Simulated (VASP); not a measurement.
# In3As (Pm-3m) in VASP: further runs

In3As is run at these levels: PBEsol; tasks: single point, relaxation of cell and atoms.

Program: VASP 6.6.1. These are calculated values, not measurements. Logs are shortened: lines on timing, memory, paths and dates and some standing lists are left out, and cuts for length are marked.

## Step 1: The cell of the first run

Symmetry: Pm-3m, No. 221, cubic system. The conventional cell has a = 4.588 Å, b = 4.588 Å, c = 4.588 Å, α = 90.00°, β = 90.00°, γ = 90.00°. In (site symmetry 4/mmm) has 8 In at 3.24 Å and 4 As at 3.24 Å within 4.3 Å. Within 4.3 Å of As (site symmetry m-3m) lie 12 In at 3.24 Å.

## Step 2: Single point, PBEsol

File INCAR:

```
SYSTEM = In3As
PREC = Accurate ; ENCUT = 520
EDIFF = 1E-7 ; ISMEAR = -1
SIGMA = 0.05 ; LREAL = .FALSE.
LASPH = .TRUE. ; NELM = 100
ALGO = Normal ; ISIF = 2
LWAVE = .FALSE. ; LCHARG = .TRUE.
GGA = PS ; LELF = .TRUE.
LVHAR = .TRUE. ; NBANDS = 30
```

File KPOINTS:

```
regular mesh
0
G
  6 6 6
  0 0 0
```

File POSCAR:

```
In3As
1.0
    4.5882351914      0.0000000000      0.0000000000
    0.0000000000      4.5882351914      0.0000000000
    0.0000000000      0.0000000000      4.5882351914
In As
3 1
Direct
    0.5000000000      0.5000000000      0.0000000000
    0.5000000000      0.0000000000      0.5000000000
    0.0000000000      0.5000000000      0.5000000000
    0.0000000000      0.0000000000      0.0000000000
```

Potentials or basis: VASP PAW PBE potentials, release 64 (In_d, As).

Command:

```sh
> cat potpaw_PBE.64/In_d/POTCAR potpaw_PBE.64/As/POTCAR > POTCAR
> mpirun -np 1 vasp_std > vasp.out
```

OUTCAR:

```text
SYSTEM = In3As
   PREC = Accurate
   ENCUT = 520
   EDIFF = 1E-7
   ISMEAR = -1
   LREAL = .FALSE.
   LASPH = .TRUE.
   NELM = 100
   ISIF = 2
   GGA = PS

 ion  position               nearest neighbor table
   1  0.500  0.500  0.000-   2 3.24   3 3.24   4 3.24   2 3.24   3 3.24   2 3.24   4 3.24   2 3.24
                             3 3.24   4 3.24   3 3.24   4 3.24
   2  0.500  0.000  0.500-   1 3.24   3 3.24   4 3.24   1 3.24   4 3.24   1 3.24   3 3.24   1 3.24
                             3 3.24   4 3.24   4 3.24   3 3.24
   3  0.000  0.500  0.500-   1 3.24   2 3.24   4 3.24   1 3.24   4 3.24   2 3.24   4 3.24   4 3.24
                             1 3.24   2 3.24   1 3.24   2 3.24
   4  0.000  0.000  0.000-   1 3.24   2 3.24   3 3.24   2 3.24   3 3.24   1 3.24   3 3.24   3 3.24
                             1 3.24   2 3.24   2 3.24   1 3.24

  LATTYP: Found a simple cubic cell.
 ALAT       =     4.5882351914

  Lattice vectors:

 A1 = (   4.5882351914,   0.0000000000,   0.0000000000)
 A2 = (   0.0000000000,   4.5882351914,   0.0000000000)
 A3 = (   0.0000000000,   0.0000000000,   4.5882351914)

Analysis of symmetry for initial positions (statically):
=====================================================================
 Subroutine PRICEL returns:
 Original cell was already a primitive cell.

 Routine SETGRP: Setting up the symmetry group for a
 simple cubic supercell.

 Subroutine GETGRP returns: Found 48 space group operations
 (whereof 48 operations were pure point group operations)
 out of a pool of 48 trial point group operations.

The static configuration has the point symmetry O_h .

Analysis of symmetry for dynamics (positions and initial velocities):
=====================================================================
 Subroutine PRICEL returns:
 Original cell was already a primitive cell.

 Routine SETGRP: Setting up the symmetry group for a
 simple cubic supercell.

 Subroutine GETGRP returns: Found 48 space group operations
 (whereof 48 operations were pure point group operations)
 out of a pool of 48 trial point group operations.

The dynamic configuration has the point symmetry O_h .

 Subroutine INISYM returns: Found 48 space group operations
 (whereof 48 operations are pure point group operations),
 and found     1 'primitive' translations

----------------------------------------------------------------------------------------

                                     Primitive cell

  volume of cell :      96.5911

  direct lattice vectors                    reciprocal lattice vectors
     4.588235191  0.000000000  0.000000000     0.217948723  0.000000000  0.000000000
     0.000000000  4.588235191  0.000000000     0.000000000  0.217948723  0.000000000
     0.000000000  0.000000000  4.588235191     0.000000000  0.000000000  0.217948723

  length of vectors
     4.588235191  4.588235191  4.588235191     0.217948723  0.217948723  0.217948723

  position of ions in fractional coordinates (direct lattice)
     0.500000000  0.500000000  0.000000000
     0.500000000  0.000000000  0.500000000
     0.000000000  0.500000000  0.500000000
     0.000000000  0.000000000  0.000000000

  ion indices of the primitive-cell ions
   primitive index   ion index
                 1           1
                 2           2
                 3           3
                 4           4

----------------------------------------------------------------------------------------

 KPOINTS: regular mesh

Automatic generation of k-mesh.
 Grid dimensions read from file:
 generate k-points for:    6    6    6

 Generating k-lattice:

  Cartesian coordinates                     Fractional coordinates (reciprocal lattice)
     0.036324787  0.000000000  0.000000000     0.166666667  0.000000000  0.000000000
     0.000000000  0.036324787  0.000000000     0.000000000  0.166666667  0.000000000
     0.000000000  0.000000000  0.036324787     0.000000000  0.000000000  0.166666667

  Length of vectors
     0.036324787  0.036324787  0.036324787

  Shift w.r.t. Gamma in fractional coordinates (k-lattice)
     0.000000000  0.000000000  0.000000000

 Subroutine IBZKPT returns following result:
 ===========================================

 Found     20 irreducible k-points:

 Following reciprocal coordinates:
            Coordinates               Weight
  0.000000  0.000000  0.000000      1.000000
  0.166667  0.000000  0.000000      6.000000
  0.333333  0.000000  0.000000      6.000000
  0.500000  0.000000  0.000000      3.000000
  0.166667  0.166667  0.000000     12.000000
  0.333333  0.166667  0.000000     24.000000
[... 12 lines left out ...]
  0.500000  0.500000  0.333333      6.000000
  0.500000  0.500000  0.500000      1.000000
   k-points           NKPTS =     20   k-points in BZ     NKDIM =     20   number of bands    NBANDS=     30
   number of dos      NEDOS =    301   number of ions     NIONS =      4
   total plane-waves  NPLWV =  46656
   dimension x,y,z NGX =    36 NGY =   36 NGZ =   36
   dimension x,y,z NGXF=    72 NGYF=   72 NGZF=   72
   ions per type =               3   1
   NGX,Y,Z   is equivalent  to a cutoff of  13.04, 13.04, 13.04 a.u.
   NGXF,Y,Z  is equivalent  to a cutoff of  26.09, 26.09, 26.09 a.u.
 SYSTEM =  In3As
   PREC   = accura    normal or accurate (medium, high low for compatibility)
   ISTART =      0    job   : 0-new  1-cont  2-samecut
   ICHARG =      2    charge: 1-file 2-atom 10-const
   ISPIN  =      1    spin polarized calculation?
   LNONCOLLINEAR =      F non collinear calculations
   LSORBIT =      F    spin-orbit coupling
   LASPH  =      T    aspherical Exc in radial PAW
   ENCUT  =  520.0 eV  38.22 Ry    6.18 a.u.   8.53  8.53  8.53*2*pi/ulx,y,z
   NELM   =    100;   NELMIN=  2; NELMDL= -5     # of ELM steps
   EDIFF  = 0.1E-06   stopping-criterion for ELM
   LREAL  =      F    real-space projection
   EDIFFG = 0.1E-05   stopping-criterion for IOM
   NSW    =      0    number of steps for IOM
   IBRION =     -1    ionic relax: 0-MD 1-quasi-New 2-CG
   NFREE  =      0    steps in history (QN), initial steepest desc. (CG)
   ISIF   =      2    stress and relaxation
   ISYM   =      2    0-nonsym 1-usesym 2-fastsym
   POTIM  = 0.5000    time-step for ionic-motion
   TEBEG  =    0.0;   TEEND  =   0.0 temperature during run
   PSTRESS=    0.0 pullay stress
   NELECT =      44.0000    total number of electrons
   NUPDOWN=      -1.0000    fix difference up-down
   EMIN   =  10.00;   EMAX   =-10.00  energy-range for DOS
   EFERMI =   0.00;   METHOD = LEGACY
   ISMEAR =    -1;   SIGMA  =   0.05  broadening in eV -4-tet -1-fermi 0-gaus
   EFERMI_NEDOS =   21; number of points for ismear=-14 and -15
   IALGO  =     38    algorithm
   IMIX   =      4    mixing-type and parameters
     AMIX     =   0.40;   BMIX     =  1.00
     AMIX_MAG =   1.60;   BMIX_MAG =  1.00
  volume/ion in A,a.u.               =      24.15       162.96
  Fermi-wavevector in a.u.,A,eV,Ry     =   1.259641  2.380376 21.588295  1.586695
  Thomas-Fermi vector in A             =   2.393190
   LORBIT       =      0    0 simple, 1 ext, 2 COOP (PROOUT), +10 PAW based schemes
   GGA     = PS    functional components
   LHFCALC =     F    Hartree Fock is set to
   AEXX    =    0.0000 exact exchange contribution
   IVDW    =     0    specifies the selected vdW correction
   LEPSILON=     F    determine dielectric tensor
   LRPA    =     F    only Hartree local field effects (RPA)
 non-spin polarized calculation
  energy-cutoff  :      520.00
  volume of cell :       96.59
 maximum number of plane-waves:      2629
 NGX is ok and might be reduce to    36
   NGX = 17   NGY = 17   NGZ = 17

 number of electron      43.9999976 magnetization

 Free energy of the ion-electron system (eV)
  ---------------------------------------------------
  ext. energy  EPLUGINS =         0.00000000
  ---------------------------------------------------
  free energy    TOTEN  =       -13.75722275 eV

  energy without entropy =      -13.74034368  energy(sigma->0) =      -13.74878322

 E-fermi :   7.0556     XC(G=0): -10.5421

 val. band max:        6.9874633966   @ k =   0.1667   0.1667   0.1667
 cond. band min:       7.0713650049   @ k =   0.5000   0.0000   0.0000
 fundamental gap:      0.0839016083
 Fermi energy:         7.0556132302

 k-point     1 :       0.0000    0.0000    0.0000
  band No.  band energies     occupation
      1      -7.6080      2.00000
      2      -7.5817      2.00000
      3      -7.5817      2.00000
      4      -7.5817      2.00000
      5      -7.3871      2.00000
      6      -7.3871      2.00000
[... 22 lines left out ...]
     29      13.2417      0.00000
     30      14.4746      0.00000

 k-point     2 :       0.1667    0.0000    0.0000
  band No.  band energies     occupation
      1      -7.5759      2.00000
      2      -7.5753      2.00000
      3      -7.5468      2.00000
      4      -7.5468      2.00000
      5      -7.3821      2.00000
      6      -7.3626      2.00000
[... 22 lines left out ...]
     29      13.9643      0.00000
     30      14.5937      0.00000

 k-point     3 :       0.3333    0.0000    0.0000
  band No.  band energies     occupation
      1      -7.5617      2.00000
      2      -7.4964      2.00000
      3      -7.4495      2.00000
      4      -7.4495      2.00000
      5      -7.3695      2.00000
      6      -7.3009      2.00000
[... 22 lines left out ...]
     29      14.5246      0.00000
     30      14.5293      0.00000

 k-point     4 :       0.5000    0.0000    0.0000
  band No.  band energies     occupation
      1      -7.5546      2.00000
      2      -7.4408      2.00000
      3      -7.3522      2.00000
      4      -7.3381      2.00000
      5      -7.3381      2.00000
      6      -7.2789      2.00000
[... 22 lines left out ...]
     29      12.6971      0.00000
     30      13.6231      0.00000

 k-point     5 :       0.1667    0.1667    0.0000
  band No.  band energies     occupation
      1      -7.5539      2.00000
      2      -7.5525      2.00000
      3      -7.5286      2.00000
      4      -7.5134      2.00000
      5      -7.3680      2.00000
      6      -7.3458      2.00000
[... 22 lines left out ...]
     29      14.2006      0.00000
     30      14.5647      0.00000
[... 394 lines left out ...]
     29      14.6472      0.00000
     30      15.8023      0.00000

 k-point    18 :       0.5000    0.3333    0.3333
  band No.  band energies     occupation
      1      -7.4779      2.00000
      2      -7.4708      2.00000
      3      -7.4245      2.00000
      4      -7.4092      2.00000
      5      -7.3942      2.00000
      6      -7.3805      2.00000
[... 22 lines left out ...]
     29      14.8700      0.00000
     30      15.0247      0.00000

 k-point    19 :       0.5000    0.5000    0.3333
  band No.  band energies     occupation
      1      -7.5026      2.00000
      2      -7.4494      2.00000
      3      -7.4494      2.00000
      4      -7.4494      2.00000
      5      -7.3831      2.00000
      6      -7.3831      2.00000
[... 22 lines left out ...]
     29      15.1151      0.00000
     30      16.0485      0.00000

 k-point    20 :       0.5000    0.5000    0.5000
  band No.  band energies     occupation
      1      -7.5352      2.00000
      2      -7.4664      2.00000
      3      -7.4664      2.00000
      4      -7.4664      2.00000
      5      -7.3902      2.00000
      6      -7.3902      2.00000
[... 22 lines left out ...]
     29      16.5861      0.00000
     30      16.5862      0.00000

------------------------ aborting loop because EDIFF is reached ----------------------------------------

  FORCE on cell =-STRESS in cart. coord.  units (eV):
  Direction    XX          YY          ZZ          XY          YZ          ZX
  --------------------------------------------------------------------------------------
  -------------------------------------------------------------------------------------
  Total       -0.0179685     -0.0179685     -0.0179685     -0.0000000      0.0000000     -0.0000000
  in kB       -0.2980473     -0.2980473     -0.2980473     -0.0000000      0.0000000     -0.0000000
  external PRESSURE =      -0.2980473 kB  Pullay stress =       0.0000000 kB

 VOLUME and BASIS-vectors are now :
 -----------------------------------------------------------------------------
  energy-cutoff  :      520.00
  volume of cell :       96.59
      direct lattice vectors                 reciprocal lattice vectors
     4.588235191  0.000000000  0.000000000     0.217948723  0.000000000  0.000000000
     0.000000000  4.588235191  0.000000000     0.000000000  0.217948723  0.000000000
     0.000000000  0.000000000  4.588235191     0.000000000  0.000000000  0.217948723

 POSITION                                       TOTAL-FORCE (eV/Angst)
 -----------------------------------------------------------------------------------
      2.29412      2.29412      0.00000         0.000000      0.000000      0.000000
      2.29412      0.00000      2.29412         0.000000      0.000000      0.000000
      0.00000      2.29412      2.29412         0.000000      0.000000      0.000000
      0.00000      0.00000      0.00000         0.000000      0.000000      0.000000
 -----------------------------------------------------------------------------------
    total drift:                                0.000000      0.000000      0.000000

  FREE ENERGIE OF THE ION-ELECTRON SYSTEM (eV)
  ---------------------------------------------------
  free  energy   TOTEN  =       -13.7572227547 eV

  energy  without entropy=      -13.7403436840  energy(sigma->0) =      -13.74878322
```

It took 72 s on 1 thread of Intel Xeon 6975P-C, shared host; peak memory 0.22 GiB.

What came out:

```
Free energy            : -13.7572 eV
Pressure               : 0.0 GPa
Band gap on the k mesh : zero (band 22 reaches 7.66 eV, above the bottom of band 23 at 3.47 eV)
```

Levels at points of the mesh, in eV from the Fermi level:
```
           k point  band 20  band 21  band 22  band 23  band 24  band 25
(0.00, 0.00, 0.00)    -3.06    -1.80    -1.80     2.16     2.16     2.16
(0.50, 0.00, 0.00)    -1.69    -1.02    -0.11    -0.11     0.02     1.40
(0.50, 0.50, 0.00)    -0.80    -0.42     0.57     0.57     1.89     1.94
(0.50, 0.50, 0.50)    -4.22    -4.22    -4.22    -3.59     4.97     4.97
```

Caveat: the PAW data sets were made with another functional, which shifts forces and pressure a little; spin-orbit coupling is left out, which moves the levels of the heavy elements.

## Step 3: Relaxation of cell and atoms, PBEsol, target pressure 2 GPa, at which the enthalpy is minimised

This run uses another cell than the first one, of 25.49 Å³/atom, 1.056 times its volume.

File INCAR:

```
PREC = Accurate ; ENCUT = 600
EDIFF = 1E-6 ; ISMEAR = -1
SIGMA = 0.05 ; LREAL = F
LASPH = T ; NELM = 60
ALGO = Normal ; ISIF = 3
LWAVE = F ; LCHARG = F
GGA = PS ; IBRION = 2
NSW = 60 ; EDIFFG = -0.01
PSTRESS = 20.0
```

File KPOINTS:

```
Automatic mesh
0
Gamma
  6 6 6
```

File POSCAR:

```
In3As
1.0
    4.6716810000      0.0000000000      0.0000000000
    0.0000000000      4.6716810000      0.0000000000
    0.0000000000      0.0000000000      4.6716810000
In As
3 1
Direct
    0.5000000000      0.5000000000      0.0000000000
    0.5000000000      0.0000000000      0.5000000000
    0.0000000000      0.5000000000      0.5000000000
    0.0000000000      0.0000000000      0.0000000000
```

Potentials or basis: VASP PAW PBE potentials, release 64 (In_d, As).

Command:

```sh
> cat potpaw_PBE.64/In_d/POTCAR potpaw_PBE.64/As/POTCAR > POTCAR
> mpirun -np 1 vasp_std > vasp.out
```

Wall time 2.9 min (1 thread of Intel Xeon 6975P-C, shared host); peak memory 0.28 GiB.

It converged, with:

```
Free energy                                            : -13.7372 eV
Relaxed volume                                         : 23.28 Å³/atom
Relaxed cell                                           : a = 4.533 Å, b = 4.533 Å, c = 4.533 Å, α = 90.00°, β = 90.00°, γ = 90.00°
Space group after relaxing (to 0.05 Å)                 : Pm-3m (No. 221)
Energy change on relaxing (the enthalpy is what falls) : -4.9 meV/atom
Ionic steps                                            : 3
Pressure after relaxing                                : 2.0 GPa
Band gap on the k mesh                                 : zero (band 22 reaches 8.17 eV, above the bottom of band 23 at 3.73 eV)
```

Step by step:
```csv
step,energy change (eV),largest force (eV/Å),pressure (GPa),volume (Å³)
1,0.0000,0.0000,-2.35,101.96
2,-0.0045,0.0000,2.68,92.08
3,-0.0196,0.0000,2.02,93.12
```

Final structure:
```yaml
crystal:
  lattice:
    - [4.53258, 0.00000, 0.00000]
    - [0.00000, 4.53258, 0.00000]
    - [0.00000, 0.00000, 4.53258]
  atoms:
    - { symbol: In, position: [0.50000, 0.50000, 0.00000] }
    - { symbol: In, position: [0.50000, 0.00000, 0.50000] }
    - { symbol: In, position: [0.00000, 0.50000, 0.50000] }
    - { symbol: As, position: [0.00000, 0.00000, 0.00000] }
```

Levels at points of the mesh, in eV from the Fermi level:
| k point | band 20 | band 21 | band 22 | band 23 | band 24 | band 25 |
| --- | --- | --- | --- | --- | --- | --- |
| (0.00, 0.00, 0.00) | -3.24 | -1.77 | -1.77 | 2.18 | 2.18 | 2.18 |
| (0.50, 0.00, 0.00) | -1.80 | -0.91 | -0.20 | -0.20 | -0.02 | 1.32 |
| (0.50, 0.50, 0.00) | -0.87 | -0.46 | 0.62 | 0.62 | 1.91 | 1.91 |
| (0.50, 0.50, 0.50) | -4.30 | -4.30 | -4.30 | -3.77 | 5.13 | 5.13 |

Caveat: the cell is relaxed towards a set pressure, so the enthalpy falls and the energy may rise; the PAW data sets were made with another functional, which shifts forces and pressure a little; spin-orbit coupling is left out, which moves the levels of the heavy elements.

## Step 4: Relaxation of cell and atoms, PBEsol, target pressure 5 GPa, at which the enthalpy is minimised

This run uses another cell than the first one, of 25.49 Å³/atom, 1.056 times its volume.

File INCAR:

```
SYSTEM = In3As
PREC = Accurate ; ENCUT = 600
EDIFF = 1E-7 ; ISMEAR = -1
SIGMA = 0.05 ; LREAL = .False.
LASPH = .True. ; NELM = 100
ALGO = Normal ; ISIF = 3
LWAVE = .False. ; LCHARG = .False.
GGA = PS ; IBRION = 2
NSW = 60 ; EDIFFG = -0.01
PSTRESS = 50.0
```

File KPOINTS:

```
Automatic mesh
0
Gamma
  6 6 6
  0 0 0
```

POSCAR is that of step 3.

Command:

```sh
> cat potpaw_PBE.64/In_d/POTCAR potpaw_PBE.64/As/POTCAR > POTCAR
> mpirun -np 1 vasp_std > vasp.out
```

Wall time 3.8 min (1 thread of Intel Xeon 6975P-C, shared host); peak memory 0.28 GiB.

Results (log left out):

| Item | Value |
| --- | --- |
| Free energy | -13.6463 eV |
| Relaxed volume | 22.22 Å³/atom |
| Relaxed cell | a = 4.463 Å, b = 4.463 Å, c = 4.463 Å, α = 90.00°, β = 90.00°, γ = 90.00° |
| Space group after relaxing (to 0.05 Å) | Pm-3m (No. 221) |
| Energy change on relaxing (the enthalpy is what falls) | +17.8 meV/atom |
| Ionic steps | 3 |
| Pressure after relaxing | 5.0 GPa |
| Band gap on the k mesh | zero (band 22 reaches 8.85 eV, above the bottom of band 23 at 4.09 eV) |

Step by step:
| step | energy change (eV) | largest force (eV/Å) | pressure (GPa) | volume (Å³) |
| --- | --- | --- | --- | --- |
| 1 | 0.0000 | 0.0000 | -2.35 | 101.96 |
| 2 | 0.1999 | 0.0000 | 7.90 | 85.65 |
| 3 | 0.0713 | 0.0000 | 4.98 | 88.88 |

Final structure:
```yaml
crystal:
  lattice:
    - [4.46279, 0.00000, 0.00000]
    - [0.00000, 4.46279, 0.00000]
    - [0.00000, 0.00000, 4.46279]
  atoms:
    - { symbol: In, position: [0.50000, 0.50000, 0.00000] }
    - { symbol: In, position: [0.50000, 0.00000, 0.50000] }
    - { symbol: In, position: [0.00000, 0.50000, 0.50000] }
    - { symbol: As, position: [0.00000, 0.00000, 0.00000] }
```

Levels at points of the mesh, in eV from the Fermi level:
```tsv
k point	band 19	band 20	band 21	band 22	band 23	band 24	band 25	band 26
(0.00, 0.00, 0.00)	-3.48	-3.48	-1.73	-1.73	2.20	2.20	2.20	4.85
(0.50, 0.00, 0.00)	-1.95	-1.95	-0.78	-0.30	-0.30	-0.08	1.22	5.16
(0.50, 0.50, 0.00)	-6.45	-0.96	-0.52	0.69	0.69	1.87	1.87	2.05
(0.50, 0.50, 0.50)	-4.75	-4.38	-4.38	-4.38	-4.02	5.32	5.32	5.32
```

Caveat: the cell is relaxed towards a set pressure, so the enthalpy falls and the energy may rise; the PAW data sets were made with another functional, which shifts forces and pressure a little; spin-orbit coupling is left out, which moves the levels of the heavy elements.

[end of part 1 of 2]
